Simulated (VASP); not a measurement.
Runs of VASP 6.6.1 on Sc. The structure is that of space group Im-3m (No. 229), or close to it. The cells are those of the table. This isn't the form of Sc at room conditions, which is hcp.

```tsv
task	cell	gap on the mesh (eV)	pressure (GPa)
single point	a = 3.109 Å, angles 109.5°, 1 atom	none	(a)
single point	a = 2.937 Å, angles 109.5°, 1 atom	none	20.4
single point	a = 3.194 Å, angles 109.5°, 1 atom	none	0.2
relaxation of cell and atoms	relaxed from a = 3.187 Å, angles 109.5°, 1 atom	none	0.0
relaxation of cell and atoms	relaxed to 10 GPa from a = 3.187 Å, angles 109.5°, 1 atom	none	10.0
relaxation of cell and atoms	relaxed to 5 GPa from a = 3.187 Å, angles 109.5°, 1 atom	none	5.0
relaxation of cell and atoms	relaxed to 20 GPa from a = 3.187 Å, angles 109.5°, 1 atom	none	19.9
single point	a = 3.043 Å, angles 109.5°, 1 atom	none	10.3
```

Alike in all rows: level r2SCAN; potentials or basis VASP PAW PBE potentials, release 64 (Sc_sv); no spin polarisation; k mesh 9 × 9 × 9; cutoff (eV) 550; smearing gaussian 0.1 eV.

Q: Fill in the values left out.

A: (a) 5.2.

Caveats: the PAW data sets were made with another functional, which shifts forces and pressure a little; the cell stands under pressure (at least some runs); the cell is relaxed towards a set pressure, so the run minimises the enthalpy, not the energy (at least some runs).

A gap of «none» marks levels without a gap at the run's occupations.
